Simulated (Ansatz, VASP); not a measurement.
Ge7I: VASP beside Ansatz

The input INCAR:

```
SYSTEM = Ge7I
PREC     = Accurate       ! precision mode
ENCUT    = 520            ! plane-wave cutoff, eV
EDIFF    = 1E-6           ! SCF threshold, eV
ISMEAR   = 0              ! smearing method
SIGMA    = 0.1            ! smearing width, eV
LREAL    = .FALSE.        ! projectors in reciprocal space
LASPH    = .TRUE.         ! aspherical terms in the spheres
NELM     = 100            ! most SCF steps
ALGO     = Normal         ! electronic algorithm
ISIF     = 2              ! what is computed and relaxed
LWAVE    = .FALSE.        ! write WAVECAR
LCHARG   = .TRUE.         ! write CHGCAR
GGA      = PE             ! functional
LELF     = .TRUE.         ! ELF
LVHAR    = .TRUE.       
NBANDS   = 62             ! bands
```

The input KPOINTS:

```
regular mesh
0
G
  3 3 4
  0 0 0
```

File POSCAR:

```
Ge7I
1.0
    6.9151400200      0.0000000000      0.0000000000
   -3.4575700100      5.9886869300      0.0000000000
    0.0000000000      0.0000000000      5.5709217800
Ge I
7 1
Direct
    0.9996074400      0.4998037200      0.0000000000
    0.5001962800      0.0003925600      0.0000000000
    0.5001962800      0.4998037200      0.0000000000
    0.1649293900      0.8350706100      0.5000000000
    0.1649293900      0.3298587800      0.5000000000
    0.6701412200      0.8350706100      0.5000000000
    0.6666666700      0.3333333300      0.5000000000
    0.0000000000      0.0000000000      0.0000000000
```

Input for Ansatz:

```yaml
crystal:
  lattice:
    - [6.91514002, 0.0, 0.0]
    - [-3.45757001, 5.98868693, 0.0]
    - [0.0, 0.0, 5.57092178]
  atoms:
    - { symbol: Ge, position: [0.99960744, 0.49980372, 0.0] }
    - { symbol: Ge, position: [0.50019628, 0.00039256, 0.0] }
    - { symbol: Ge, position: [0.50019628, 0.49980372, 0.0] }
    - { symbol: Ge, position: [0.16492939, 0.83507061, 0.5] }
    - { symbol: Ge, position: [0.16492939, 0.32985878, 0.5] }
    - { symbol: Ge, position: [0.67014122, 0.83507061, 0.5] }
    - { symbol: Ge, position: [0.66666667, 0.33333333, 0.5] }
    - { symbol: I, position: [0.0, 0.0, 0.0] }
basis:
  ecutwfc: 420
kpoints:
  mp_grid: { grid: [3, 3, 4] }
hamiltonian:
  xc: pbe
scf:
  occupations: { method: gaussian, width: 0.1 }
  lower_state_search: "off"
output:
  forces: true
  stress: true
  eigenvalues: true
```

Change from the starting cell: species swapped into the Mg7Al type (P-6m2, No. 187).

Alike in both runs: task single point; functional PBE; k mesh 3 × 3 × 4; occupations gaussian, width 0.1 eV; no spin polarisation.

|  | VASP | Ansatz |
| --- | --- | --- |
| version | VASP 6.6.1 | Ansatz 0.2.0 |
| potentials or method | VASP PAW PBE potentials, release 64 (Ge_d, I), cutoff 520 eV | scalar-relativistic, plane waves, PAW |
| valence electrons in the cell | 105 | 115 |

|  | VASP | Ansatz | Ansatz less VASP |
| --- | --- | --- | --- |
| gap on the k mesh at the Fermi level (eV) | none | none | - |
| pressure (GPa) | -8.4 | -8.4 | +0.03 |
| traceless stress, the component that is largest in VASP (GPa) | 0.14 | 0.14 | +0.002 |
| rms of the force components (eV/Å) | 0.063 | 0.064 | +0.0002 |

Atom by atom the forces differ by 0.001 eV/Å (rms over components). A gap of «none» marks a metal or a gap that the smearing closes. VASP's potentials hold 105 valence electrons a cell and Ansatz's 115, so a difference there can come from the potentials and not from the codes.

Spin-orbit coupling is off throughout.
